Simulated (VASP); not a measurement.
Runs of VASP 6.6.1 on MgS. It takes space group P6_3/mmc (No. 194, hexagonal). Conventional cell: a = 3.645 Å, b = 3.645 Å, c = 6.147 Å, α = 90.00°, β = 90.00°, γ = 120.00°. Within 3.4 Å of Mg (site symmetry -3m) lie 6 S at 2.61 Å and 2 Mg at 3.07 Å. Within 3.4 Å of S (site symmetry -6m2) lie 6 Mg at 2.61 Å. 

```csv
level,potentials or basis,k mesh,gap on the mesh (eV),pressure (GPa)
PBE,"VASP PAW PBE potentials, release 64 (Mg, S)",6 × 6 × 2,3.40,0.9
r2SCAN,"VASP PAW PBE potentials, release 64 (Mg, S)",6 × 6 × 2,4.05,(a)
LDA,"VASP PAW LDA potentials, release 64 (Mg, S)",6 × 6 × 2,3.19,-3.8
PBE,"VASP PAW PBE potentials, release 64 (Mg, S)",6 × 6 × 4,3.40,(b)
```

Alike in all rows: task single point; no spin polarisation; cell as given; cutoff (eV) 520; smearing gaussian 0.01 eV.

Q: Fill in the values left out.

A: (a) -0.5; (b) 1.0.

Caveats: some runs use coarse meshes; the PAW data sets were made with another functional, which shifts forces and pressure a little (some runs).

A k mesh can miss the band edges.
